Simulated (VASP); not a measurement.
Set up this calculation in VASP 6.6.1, as the native input.

```yaml
Task: relaxation of cell and atoms
Functional: PBEsol
Potentials_or_basis: VASP PAW PBE potentials, release 64 (B)
Cutoff: 600 eV
k_mesh: 16 × 16 × 5
Occupations: fermi-dirac, width 0.1 eV
Spin: no spin polarisation
Target_pressure: 190 GPa
Dipole_correction: no
Further_INCAR_settings: ALGO = Normal; EDIFF = 1e-06; IBRION = 2; EDIFFG = -0.005; NSW = 60; ISIF = 3
```

The structure of B lies in POSCAR:

```
B
1.0
    2.0388814223      0.0000000000      0.0000000000
   -1.0194407111      1.7657231070      0.0000000000
    0.0000000000      0.0000000000      5.5049798401
B
4
Direct
    0.0000000000      0.0000000000      0.2500000000
    0.0000000000      0.0000000000      0.7500000000
    0.3333333333      0.6666666667      0.2500000000
    0.6666666667      0.3333333333      0.7500000000
```

One way to write it, as run:

INCAR

```
ALGO = Normal
EDIFF = 1E-6
EDIFFG = -0.005
ENCUT = 600
GGA = PS
IBRION = 2
ISIF = 3
ISMEAR = -1
LASPH = True
LCHARG = False
LREAL = False
LWAVE = False
NELM = 60
NSW = 60
PREC = Accurate
PSTRESS = 1900.0
SIGMA = 0.1
```

KPOINTS

```
k-points
0
Gamma
  16 16 5
```

Potentials or basis: VASP PAW PBE potentials, release 64 (B).

Launch:

```console
$ cat potpaw_PBE.64/B/POTCAR > POTCAR
$ mpirun -np 1 vasp_std > vasp.out
```

Results of the run:

```
Relaxed volume                                         : 4.71 Å³/atom
Relaxed cell                                           : a = 2.635 Å, b = 2.635 Å, c = 3.135 Å, α = 90.00°, β = 90.00°, γ = 120.00°
Space group after relaxing (to 0.05 Å)                 : P6_3/mmc (No. 194)
Energy change on relaxing (the enthalpy is what falls) : -6772.4 meV/atom
Ionic steps                                            : 14
Pressure after relaxing                                : 190.0 GPa
Band gap on the k mesh                                 : zero (band 6 reaches 12.97 eV, above the bottom of band 7 at 10.78 eV)
```

Caveat: the cell is relaxed towards a set pressure, so the enthalpy falls and the energy may rise; the PAW data sets were made with another functional, which shifts forces and pressure a little.

Run time: 96 s on 1 thread of Intel(R) Xeon(R) Platinum 8259CL CPU @ 2.50GHz (Skylake/Cascade Lake) (shared host), peak memory 0.14 GiB.
